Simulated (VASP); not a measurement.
# AlNi3 (Pm-3m) in VASP: settings compared

AlNi3 is run at these levels: r2SCAN, LDA; tasks: single point.

Program: VASP 6.6.1. These are calculated values, not measurements. Logs are shortened: lines on timing, memory, paths and dates and some standing lists are left out, and cuts for length are marked.

## Step 1: The cell of the first run

The structure is cubic, space group Pm-3m (No. 221). The conventional cell has a = 3.546 Å, b = 3.546 Å, c = 3.546 Å, α = 90.00°, β = 90.00°, γ = 90.00°. Ni (site symmetry 4/mmm) has 8 Ni at 2.51 Å and 4 Al at 2.51 Å within 3.3 Å. Al (site symmetry m-3m) has 12 Ni at 2.51 Å within 3.3 Å.

## Step 2: Single point, r2SCAN, collinear spin, ferromagnetic start

Contents of POSCAR:

```
AlNi3
1.0
    3.5463868949      0.0000000000      0.0000000000
    0.0000000000      3.5463868949      0.0000000000
    0.0000000000      0.0000000000      3.5463868949
Ni Al
3 1
Direct
    0.5000000000      0.5000000000      0.0000000000
    0.5000000000      0.0000000000      0.5000000000
    0.0000000000      0.5000000000      0.5000000000
    0.0000000000      0.0000000000      0.0000000000
```

Contents of INCAR.step1:

```
SYSTEM = AlNi3
PREC = Accurate ; ENCUT = 520
ISMEAR = -1 ; SIGMA = 0.05
LREAL = .False. ; LASPH = .True.
NELM = 150 ; ISPIN = 2
MAGMOM = 1 1 1 0 ; LMAXMIX = 4
NBANDS = 28 ; GGA = PE
ALGO = Normal ; EDIFF = 1E-4
LWAVE = .True. ; LCHARG = .False.
```

Contents of INCAR.step2:

```
SYSTEM = AlNi3
PREC = Accurate ; ENCUT = 520
EDIFF = 1E-6 ; ISMEAR = -1
SIGMA = 0.05 ; LREAL = .False.
LASPH = .True. ; NELM = 150
ALGO = Normal ; ISIF = 2
LWAVE = .False. ; LCHARG = .False.
ISPIN = 2 ; MAGMOM = 1 1 1 0
LORBIT = 11 ; LMAXMIX = 4
METAGGA = R2SCAN ; LMIXTAU = .True.
NBANDS = 28 ; ISTART = 1
```

Contents of KPOINTS:

```
regular mesh
0
Gamma
  8 8 8
  0 0 0
```

Potentials or basis: VASP PAW PBE potentials, release 64 (Ni, Al).

Launch:

```console
$ cat potpaw_PBE.64/Ni/POTCAR potpaw_PBE.64/Al/POTCAR > POTCAR
$ cp INCAR.step1 INCAR
$ mpirun -np 1 vasp_std > vasp.out
$ cp INCAR.step2 INCAR
$ mpirun -np 1 vasp_std > vasp.out
```

OUTCAR:

```text
SYSTEM = AlNi3
   PREC = Accurate
   ENCUT = 520
   EDIFF = 1E-6
   ISMEAR = -1
   LREAL = .False.
   LASPH = .True.
   NELM = 150
   ISIF = 2
   ISPIN = 2
   LORBIT = 11
   METAGGA = R2SCAN
   ISTART = 1

 ion  position               nearest neighbor table
   1  0.500  0.500  0.000-   2 2.51   3 2.51   4 2.51   2 2.51   3 2.51   2 2.51   4 2.51   2 2.51
                             3 2.51   4 2.51   3 2.51   4 2.51
   2  0.500  0.000  0.500-   1 2.51   3 2.51   4 2.51   1 2.51   4 2.51   1 2.51   3 2.51   1 2.51
                             3 2.51   4 2.51   4 2.51   3 2.51
   3  0.000  0.500  0.500-   1 2.51   2 2.51   4 2.51   1 2.51   4 2.51   2 2.51   4 2.51   4 2.51
                             1 2.51   2 2.51   1 2.51   2 2.51
   4  0.000  0.000  0.000-   1 2.51   2 2.51   3 2.51   2 2.51   3 2.51   1 2.51   3 2.51   3 2.51
                             1 2.51   2 2.51   2 2.51   1 2.51

  LATTYP: Found a simple cubic cell.
 ALAT       =     3.5463868949

  Lattice vectors:

 A1 = (   3.5463868949,   0.0000000000,   0.0000000000)
 A2 = (   0.0000000000,   3.5463868949,   0.0000000000)
 A3 = (   0.0000000000,   0.0000000000,   3.5463868949)

Analysis of symmetry for initial positions (statically):
=====================================================================
 Subroutine PRICEL returns:
 Original cell was already a primitive cell.

 Routine SETGRP: Setting up the symmetry group for a
 simple cubic supercell.

 Subroutine GETGRP returns: Found 48 space group operations
 (whereof 48 operations were pure point group operations)
 out of a pool of 48 trial point group operations.

The static configuration has the point symmetry O_h .

Analysis of symmetry for dynamics (positions and initial velocities):
=====================================================================
 Subroutine PRICEL returns:
 Original cell was already a primitive cell.

 Routine SETGRP: Setting up the symmetry group for a
 simple cubic supercell.

 Subroutine GETGRP returns: Found 48 space group operations
 (whereof 48 operations were pure point group operations)
 out of a pool of 48 trial point group operations.

The dynamic configuration has the point symmetry O_h .

Analysis of structural, dynamic, and magnetic symmetry:
=====================================================================
 Subroutine PRICEL returns:
 Original cell was already a primitive cell.

 Routine SETGRP: Setting up the symmetry group for a
 simple cubic supercell.

 Subroutine GETGRP returns: Found 48 space group operations
 (whereof 48 operations were pure point group operations)
 out of a pool of 48 trial point group operations.

The overall configuration has the point symmetry O_h .

 Subroutine INISYM returns: Found 48 space group operations
 (whereof 48 operations are pure point group operations),
 and found     1 'primitive' translations

----------------------------------------------------------------------------------------

                                     Primitive cell

  volume of cell :      44.6024

  direct lattice vectors                    reciprocal lattice vectors
     3.546386895  0.000000000  0.000000000     0.281977130  0.000000000  0.000000000
     0.000000000  3.546386895  0.000000000     0.000000000  0.281977130  0.000000000
     0.000000000  0.000000000  3.546386895     0.000000000  0.000000000  0.281977130

  length of vectors
     3.546386895  3.546386895  3.546386895     0.281977130  0.281977130  0.281977130

  position of ions in fractional coordinates (direct lattice)
     0.500000000  0.500000000  0.000000000
     0.500000000  0.000000000  0.500000000
     0.000000000  0.500000000  0.500000000
     0.000000000  0.000000000  0.000000000

  ion indices of the primitive-cell ions
   primitive index   ion index
                 1           1
                 2           2
                 3           3
                 4           4

----------------------------------------------------------------------------------------

 KPOINTS: regular mesh

Automatic generation of k-mesh.
 Grid dimensions read from file:
 generate k-points for:    8    8    8

 Generating k-lattice:

  Cartesian coordinates                     Fractional coordinates (reciprocal lattice)
     0.035247141  0.000000000  0.000000000     0.125000000  0.000000000  0.000000000
     0.000000000  0.035247141  0.000000000     0.000000000  0.125000000  0.000000000
     0.000000000  0.000000000  0.035247141     0.000000000  0.000000000  0.125000000

  Length of vectors
     0.035247141  0.035247141  0.035247141

  Shift w.r.t. Gamma in fractional coordinates (k-lattice)
     0.000000000  0.000000000  0.000000000

 Subroutine IBZKPT returns following result:
 ===========================================

 Found     35 irreducible k-points:

 Following reciprocal coordinates:
            Coordinates               Weight
  0.000000  0.000000  0.000000      1.000000
  0.125000  0.000000  0.000000      6.000000
[... 31 lines left out ...]
   NFREE  =      0    steps in history (QN), initial steepest desc. (CG)
   ISIF   =      2    stress and relaxation
   ISYM   =      2    0-nonsym 1-usesym 2-fastsym
   POTIM  = 0.5000    time-step for ionic-motion
   TEBEG  =    0.0;   TEEND  =   0.0 temperature during run
   PSTRESS=    0.0 pullay stress
   NELECT =      33.0000    total number of electrons
   NUPDOWN=      -1.0000    fix difference up-down
   EMIN   =  10.00;   EMAX   =-10.00  energy-range for DOS
   EFERMI =   0.00;   METHOD = LEGACY
   ISMEAR =    -1;   SIGMA  =   0.05  broadening in eV -4-tet -1-fermi 0-gaus
   EFERMI_NEDOS =   21; number of points for ismear=-14 and -15
   IALGO  =     38    algorithm
   IMIX   =      4    mixing-type and parameters
     AMIX     =   0.40;   BMIX     =  1.00
     AMIX_MAG =   1.60;   BMIX_MAG =  1.00
  volume/ion in A,a.u.               =      11.15        75.25
  Fermi-wavevector in a.u.,A,eV,Ry     =   1.480676  2.798072 29.829431  2.192401
  Thomas-Fermi vector in A             =   2.594681
   LORBIT       =     11    0 simple, 1 ext, 2 COOP (PROOUT), +10 PAW based schemes
   METAGGA = R2SCAN    functional components
   LHFCALC =     F    Hartree Fock is set to
   AEXX    =    0.0000 exact exchange contribution
   IVDW    =     0    specifies the selected vdW correction
   LEPSILON=     F    determine dielectric tensor
   LRPA    =     F    only Hartree local field effects (RPA)
 spin polarized calculation
  energy-cutoff  :      520.00
  volume of cell :       44.60
 maximum number of plane-waves:      1222
 NGX is ok and might be reduce to    28
   NGX = 13   NGY = 13   NGZ = 13

 number of electron      32.9999992 magnetization       0.8531705

 Free energy of the ion-electron system (eV)
  ---------------------------------------------------
  ext. energy  EPLUGINS =         0.00000000
  ---------------------------------------------------
  free energy    TOTEN  =       -44.30191817 eV

  energy without entropy =      -44.28276389  energy(sigma->0) =      -44.29234103

 E-fermi :   9.5594     XC(G=0): -13.8265

 val. band max:        9.5493325690   @ k =   0.5000   0.2500   0.0000
 cond. band min:       9.5770063310   @ k =   0.1250   0.0000   0.0000
 fundamental gap:      0.0276737619
 Fermi energy:         9.5593826060

 spin component 1

 k-point     1 :       0.0000    0.0000    0.0000
  band No.  band energies     occupation
      1      -0.9763      1.00000
      2       4.8810      1.00000
      3       5.5543      1.00000
      4       5.5543      1.00000
      5       5.8738      1.00000
      6       5.8738      1.00000
[... 20 lines left out ...]
     27      24.2808      0.00000
[... 691 lines left out ...]
      6       6.5677      1.00000
[... 20 lines left out ...]
     27      25.1509      0.00000
     28      25.2766      0.00000

 [... further k-points ...]

 spin component 2

 k-point     1 :       0.0000    0.0000    0.0000
  band No.  band energies     occupation
      1      -1.1477      1.00000
      2       4.9338      1.00000
      3       5.7937      1.00000
      4       5.7937      1.00000
      5       6.4031      1.00000
      6       6.4031      1.00000
[... 20 lines left out ...]
     27      24.2626      0.00000
[... 691 lines left out ...]
      6       6.9757      1.00000
[... 20 lines left out ...]
     27      25.1210      0.00000
     28      25.3084      0.00000

 [... further k-points ...]
[... 5 lines left out ...]
  --------------------------------------------------------------------------------------
  -------------------------------------------------------------------------------------
  Total       -0.8562022     -0.8562022     -0.8562022     -0.0000000     -0.0000000      0.0000000
  in kB      -30.7559115    -30.7559115    -30.7559115     -0.0000000     -0.0000000      0.0000000
  external PRESSURE =     -30.7559115 kB  Pullay stress =       0.0000000 kB

 VOLUME and BASIS-vectors are now :
 -----------------------------------------------------------------------------
  energy-cutoff  :      520.00
  volume of cell :       44.60
      direct lattice vectors                 reciprocal lattice vectors
     3.546386895  0.000000000  0.000000000     0.281977130  0.000000000  0.000000000
     0.000000000  3.546386895  0.000000000     0.000000000  0.281977130  0.000000000
     0.000000000  0.000000000  3.546386895     0.000000000  0.000000000  0.281977130

 POSITION                                       TOTAL-FORCE (eV/Angst)
 -----------------------------------------------------------------------------------
      1.77319      1.77319      0.00000         0.000000      0.000000      0.000000
      1.77319      0.00000      1.77319         0.000000      0.000000      0.000000
      0.00000      1.77319      1.77319         0.000000      0.000000      0.000000
      0.00000      0.00000      0.00000         0.000000      0.000000      0.000000
 -----------------------------------------------------------------------------------
    total drift:                                0.000000      0.000000      0.000000

  FREE ENERGIE OF THE ION-ELECTRON SYSTEM (eV)
  ---------------------------------------------------
  free  energy   TOTEN  =       -44.3019181684 eV

  energy  without entropy=      -44.2827638902  energy(sigma->0) =      -44.29234103

 total charge

# of ion       s       p       d       tot
------------------------------------------
    1        0.512   0.554   8.383   9.449
    2        0.512   0.554   8.383   9.449
    3        0.512   0.554   8.383   9.449
    4        0.410   0.407   0.000   0.817
--------------------------------------------------
tot          1.946   2.070  25.149  29.165

 magnetization (x)

# of ion       s       p       d       tot
------------------------------------------
    1       -0.008  -0.027   0.358   0.323
    2       -0.008  -0.027   0.358   0.323
    3       -0.008  -0.027   0.358   0.323
    4       -0.002  -0.016   0.000  -0.018
--------------------------------------------------
tot         -0.025  -0.097   1.073   0.952
```

Run time: 3.9 min. Hardware: 1 thread of Intel Xeon Platinum 8259CL at 2.50GHz (Skylake/Cascade Lake), shared host; peak memory 0.22 GiB.

What came out:

- Free energy: -44.3019 eV
- Pressure: -3.1 GPa
- Net moment: 0.85 μB per cell
- Site moments: Ni +0.32; Al -0.02 μB
- Valence electrons inside the program's atomic spheres: Ni 9.45; Al 0.82

Levels at points of the mesh, in eV from the Fermi level:
Spin up:
| k point | band 13 | band 14 | band 15 | band 16 | band 17 | band 18 | band 19 | band 20 | band 21 | band 22 |
| --- | --- | --- | --- | --- | --- | --- | --- | --- | --- | --- |
| (0.00, 0.00, 0.00) | -0.52 | -0.41 | -0.41 | -0.41 | 0.88 | 0.88 | 0.88 | 6.71 | 6.71 | 7.77 |
| (0.50, 0.00, 0.00) | -1.53 | -1.44 | -1.31 | -0.79 | -0.41 | 5.71 | 5.71 | 5.77 | 5.77 | 6.55 |
| (0.50, 0.50, 0.00) | -1.59 | -1.44 | -1.33 | -1.23 | -0.79 | 0.62 | 0.62 | 8.47 | 8.47 | 8.54 |
| (0.50, 0.50, 0.50) | -1.59 | -1.34 | -1.34 | -0.56 | -0.56 | -0.56 | -0.26 | 3.61 | 4.08 | 4.08 |
Spin down:
```
           k point  band 12  band 13  band 14  band 15  band 16  band 17  band 18  band 19  band 20  band 21
(0.00, 0.00, 0.00)    -0.65    -0.03     0.48     0.48     0.48     0.69     0.69     0.69     6.86     6.86
(0.50, 0.00, 0.00)    -1.30    -0.96    -0.93    -0.93    -0.52     0.49     5.77     5.77     5.78     5.78
(0.50, 0.50, 0.00)    -1.36    -1.35    -1.25    -0.93    -0.59    -0.48     1.17     1.17     8.49     8.49
(0.50, 0.50, 0.50)    -1.44    -1.44    -1.04    -1.04    -0.42     0.18     0.18     0.18     3.75     4.45
```

Caveat: the PAW data sets were made with another functional, which shifts forces and pressure a little.

## Step 3: Single point, r2SCAN, collinear spin, ferromagnetic start

This run uses another cell than the first one, of 11.37 Å³/atom, 1.020 times its volume.

Contents of POSCAR:

```
AlNi3
1.0
    3.5694160265      0.0000000000      0.0000000000
    0.0000000000      3.5694160265      0.0000000000
    0.0000000000      0.0000000000      3.5694160265
Ni Al
3 1
Direct
    0.5000000000      0.5000000000      0.0000000000
    0.5000000000      0.0000000000      0.5000000000
    0.0000000000      0.5000000000      0.5000000000
    0.0000000000      0.0000000000      0.0000000000
```

Contents of INCAR.step1:

```
SYSTEM = AlNi3
ALGO = Normal
EDIFF = 1E-4
ENCUT = 520
GGA = PE
ISMEAR = -1
ISPIN = 2
LASPH = .TRUE.
LCHARG = .FALSE.
LMAXMIX = 4
LREAL = .FALSE.
LWAVE = .TRUE.
MAGMOM = 1 1 1 0
NBANDS = 28
NELM = 150
PREC = Accurate
SIGMA = 0.05
```

Contents of INCAR.step2:

```
SYSTEM = AlNi3
ALGO = Normal
EDIFF = 1E-7
ENCUT = 520
ISIF = 2
ISMEAR = -1
ISPIN = 2
ISTART = 1
LASPH = .TRUE.
LCHARG = .FALSE.
LMAXMIX = 4
LMIXTAU = .TRUE.
LORBIT = 11
LREAL = .FALSE.
LWAVE = .FALSE.
MAGMOM = 1 1 1 0
METAGGA = R2SCAN
NBANDS = 28
NELM = 150
PREC = Accurate
SIGMA = 0.05
```

Contents of KPOINTS:

```
k-points
0
G
  8 8 8
  0 0 0
```

Potentials or basis: VASP PAW PBE potentials, release 64 (Ni, Al).

Launch:

```console
$ cat potpaw_PBE.64/Ni/POTCAR potpaw_PBE.64/Al/POTCAR > POTCAR
$ cp INCAR.step1 INCAR
$ mpirun -np 1 vasp_std > vasp.out
$ cp INCAR.step2 INCAR
$ mpirun -np 1 vasp_std > vasp.out
```

Wall time 4.4 min (1 thread of Intel Xeon Platinum 8259CL at 2.50GHz (Skylake/Cascade Lake), shared host); peak memory 0.22 GiB.

The run converged. Its results:

- Free energy: -44.2748 eV
- Pressure: -6.7 GPa
- Net moment: 0.86 μB per cell
- Site moments: Ni +0.33; Al -0.02 μB
- Valence electrons inside the program's atomic spheres: Ni 9.41; Al 0.81

Levels at points of the mesh, in eV from the Fermi level:
Spin up:
```csv
k point,band 14,band 15,band 16,band 17,band 18,band 19,band 20,band 21
"(0.00, 0.00, 0.00)",-0.43,-0.43,-0.43,0.87,0.87,0.87,6.60,6.60
"(0.50, 0.00, 0.00)",-1.42,-1.29,-0.78,-0.43,5.60,5.60,5.70,5.70
"(0.50, 0.50, 0.00)",-1.41,-1.32,-1.21,-0.78,0.58,0.58,8.37,8.37
"(0.50, 0.50, 0.50)",-1.31,-1.31,-0.57,-0.57,-0.57,-0.23,3.47,3.98
```
Spin down:
```
           k point  band 14  band 15  band 16  band 17  band 18  band 19
(0.00, 0.00, 0.00)     0.48     0.48     0.48     0.69     0.69     0.69
(0.50, 0.00, 0.00)    -0.91    -0.91    -0.51     0.48     5.67     5.67
(0.50, 0.50, 0.00)    -1.22    -0.91    -0.57    -0.46     1.14     1.14
(0.50, 0.50, 0.50)    -1.02    -1.02    -0.39     0.18     0.18     0.18
```

Caveat: the PAW data sets were made with another functional, which shifts forces and pressure a little.

## Step 4: Single point, LDA, collinear spin, ferromagnetic start

This run uses another cell than the first one, of 10.93 Å³/atom, 0.980 times its volume.

Contents of INCAR:

```
SYSTEM = AlNi3
  PREC = Accurate
  ENCUT = 520
  EDIFF = 1E-6
  ISMEAR = -1
  SIGMA = 0.05
  LREAL = .FALSE.
  LASPH = .TRUE.
  NELM = 150
  ALGO = Normal
  ISIF = 2
  LWAVE = .FALSE.
  LCHARG = .FALSE.
  ISPIN = 2
  MAGMOM = 1 1 1 0
  LORBIT = 11
  LMAXMIX = 4
  GGA = CA
  NBANDS = 28
```

Contents of KPOINTS:

```
regular mesh
0
G
  8 8 8
  0 0 0
```

Contents of POSCAR:

```
AlNi3
1.0
    3.5230547267      0.0000000000      0.0000000000
    0.0000000000      3.5230547267      0.0000000000
    0.0000000000      0.0000000000      3.5230547267
Ni Al
3 1
Direct
    0.5000000000      0.5000000000      0.0000000000
    0.5000000000      0.0000000000      0.5000000000
    0.0000000000      0.5000000000      0.5000000000
    0.0000000000      0.0000000000      0.0000000000
```

Potentials or basis: VASP PAW LDA potentials, release 64 (Ni, Al).

Launch:

```console
$ cat potpaw_LDA.64/Ni/POTCAR potpaw_LDA.64/Al/POTCAR > POTCAR
$ mpirun -np 1 vasp_std > vasp.out
```

It took 71 s on 1 thread of Intel Xeon Platinum 8375C at 2.90GHz (Ice Lake), shared host; peak memory 0.18 GiB.

It converged, with:

| Quantity | Value |
| --- | --- |
| Free energy | -25.8087 eV |
| Pressure | -7.2 GPa |
| Net moment | 0.38 μB per cell |
| Site moments | Ni +0.13; Al -0.00 μB |
| Valence electrons inside the program's atomic spheres | Ni 9.47; Al 0.82 |

Levels at points of the mesh, in eV from the Fermi level:
Spin up:
```
           k point  band 15  band 16  band 17  band 18  band 19  band 20
(0.00, 0.00, 0.00)     0.08     0.08     0.92     0.92     0.92     6.82
(0.50, 0.00, 0.00)    -0.98    -0.42     0.08     5.71     5.71     5.73
(0.50, 0.50, 0.00)    -0.91    -0.88    -0.51     1.01     1.01     8.37
(0.50, 0.50, 0.50)    -1.02    -0.16    -0.12    -0.12    -0.12     3.64
```
Spin down:
| k point | band 13 | band 14 | band 15 | band 16 | band 17 | band 18 | band 19 | band 20 |
| --- | --- | --- | --- | --- | --- | --- | --- | --- |
| (0.00, 0.00, 0.00) | -0.02 | 0.26 | 0.26 | 0.26 | 0.92 | 0.92 | 0.92 | 6.87 |
| (0.50, 0.00, 0.00) | -1.02 | -1.02 | -0.86 | -0.31 | 0.26 | 5.75 | 5.75 | 5.77 |
| (0.50, 0.50, 0.00) | -1.16 | -1.08 | -0.81 | -0.71 | -0.43 | 1.13 | 1.13 | 8.39 |
| (0.50, 0.50, 0.50) | -1.16 | -0.92 | -0.92 | -0.15 | 0.04 | 0.04 | 0.04 | 3.69 |

## Step 5: The runs side by side

| level | potentials or basis | cell | gap on the mesh (eV) | pressure (GPa) | moment (μB) |
| --- | --- | --- | --- | --- | --- |
| r2SCAN | VASP PAW PBE potentials, release 64 (Ni, Al) | a = 3.546 Å, 4 atoms | none | -3.1 | 0.85 |
| r2SCAN | VASP PAW PBE potentials, release 64 (Ni, Al) | a = 3.569 Å, 4 atoms | none | -6.7 | 0.86 |
| LDA | VASP PAW LDA potentials, release 64 (Ni, Al) | a = 3.523 Å, 4 atoms | none | -7.2 | 0.38 |

Alike in all rows: task single point; spin collinear, ferromagnetic start; k mesh 8 × 8 × 8; cutoff (eV) 520; smearing fermi-dirac 0.05 eV.

Caveats: the PAW data sets were made with another functional, which shifts forces and pressure a little (some runs).

Total energies depend on the potentials used, so only differences within one code and one set of settings carry meaning.
